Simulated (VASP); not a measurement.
Input of a VASP 6.6.1 run:

The input INCAR:

```
PREC     = Accurate       # precision mode
ENCUT    = 520            # plane-wave cutoff, eV
EDIFF    = 1E-7           # SCF threshold, eV
ISMEAR   = 0              # smearing method
SIGMA    = 0.01           # smearing width, eV
LREAL    = False          # projectors in reciprocal space
LASPH    = True           # aspherical terms in the spheres
NELM     = 60             # most SCF steps
ALGO     = Normal         # electronic algorithm
ISIF     = 2              # what is computed and relaxed
LWAVE    = False          # write WAVECAR
LCHARG   = False          # write CHGCAR
GGA      = PE             # functional
NBANDS   = 11             # bands
```

File KPOINTS:

```
regular mesh
0
Gamma
  6 6 6
```

Contents of POSCAR:

```
NaH
1.0
    0.0206146143      2.3941517743      2.3941517743
    2.3941517743      0.0206146143      2.3941517743
    2.3941517743      2.3941517743      0.0206146143
Na H
1 1
Direct
    0.0000000000      0.0000000000      0.0000000000
    0.5000000000      0.5000000000      0.5000000000
```

Potentials or basis: VASP PAW PBE potentials, release 64 (Na_pv, H).

The run is started by

```console
$ cat potpaw_PBE.64/Na_pv/POTCAR potpaw_PBE.64/H/POTCAR > POTCAR
$ mpirun -np 1 vasp_std > vasp.out
```

Q: Predict the band gap on the k mesh.

A: 3.80 eV (least direct gap 4.68 eV).

Q: Estimate the pressure.

A: 1.0 GPa.

Stress tensor (GPa, compression positive):
```
 0.98 -0.20 -0.20
-0.20  0.98 -0.20
-0.20 -0.20  0.98
```

Caveat: the cell differs from its parent crystal (epitaxial 111 strain -1.0%). A k mesh can miss the band edges.
